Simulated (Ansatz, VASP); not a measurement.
**Two plane-wave programs on BeSi3**

The input INCAR:

```
  PREC = Accurate
  ENCUT = 600
  EDIFF = 1E-6
  ISMEAR = 0
  SIGMA = 0.1
  LREAL = False
  LASPH = True
  NELM = 60
  ALGO = Normal
  ISIF = 3
  LWAVE = False
  LCHARG = False
  GGA = PE
  IBRION = 2
  NSW = 100
  EDIFFG = -0.01
```

KPOINTS

```
Automatic mesh
0
Gamma
  12 12 12
```

File POSCAR:

```
BeSi3
1.0
    3.7101269569      0.0000000000      0.0000000000
    0.0000000000      3.7101269569      0.0000000000
    0.0000000000      0.0000000000      3.7101269569
Be Si
1 3
Direct
    0.0000000000      0.0000000000      0.0000000000
    0.0000000000      0.5000000000      0.5000000000
    0.5000000000      0.0000000000      0.5000000000
    0.5000000000      0.5000000000      0.0000000000
```

Input for Ansatz:

```yaml
crystal:
  lattice:
    - [3.7101269569, 0.0, 0.0]
    - [0.0, 3.7101269569, 0.0]
    - [0.0, 0.0, 3.7101269569]
  atoms:
    - { symbol: Be, position: [0.0, 0.0, 0.0] }
    - { symbol: Si, position: [0.0, 0.5, 0.5] }
    - { symbol: Si, position: [0.5, 0.0, 0.5] }
    - { symbol: Si, position: [0.5, 0.5, 0.0] }
basis:
  ecutwfc: 420
kpoints:
  mp_grid: { grid: [12, 12, 12] }
hamiltonian:
  xc: pbe
scf:
  occupations: { method: gaussian, width: 0.1 }
output:
  forces: true
  stress: true
  eigenvalues: true
relax:
  adjacent_minimum: "off"
  f_tol: 0.01
  max_steps: 80
  cell: { stress_tol: 0.05 }
```

Alike in both runs: task relaxation of cell and atoms; functional PBE; k mesh 12 × 12 × 12; occupations gaussian, width 0.1 eV; no spin polarisation.

|  | VASP | Ansatz |
| --- | --- | --- |
| version | VASP 6.6.1 | Ansatz 0.2.0 |
| potentials or method | VASP PAW PBE potentials, release 64 (Be, Si), cutoff 600 eV | scalar-relativistic, plane waves, PAW |
| valence electrons in the cell | 14 | 14 |

```tsv
	VASP	Ansatz	Ansatz less VASP
gap on the k mesh at the Fermi level, each at its own relaxed structure (eV)	none	none	-
relaxed volume (Å³/atom)	12.79	12.79	+0.004
relaxed cell length with the largest relative difference (Å)	3.712	3.712	+0.0004
```

A gap of «none» marks a metal or a gap that the smearing closes.
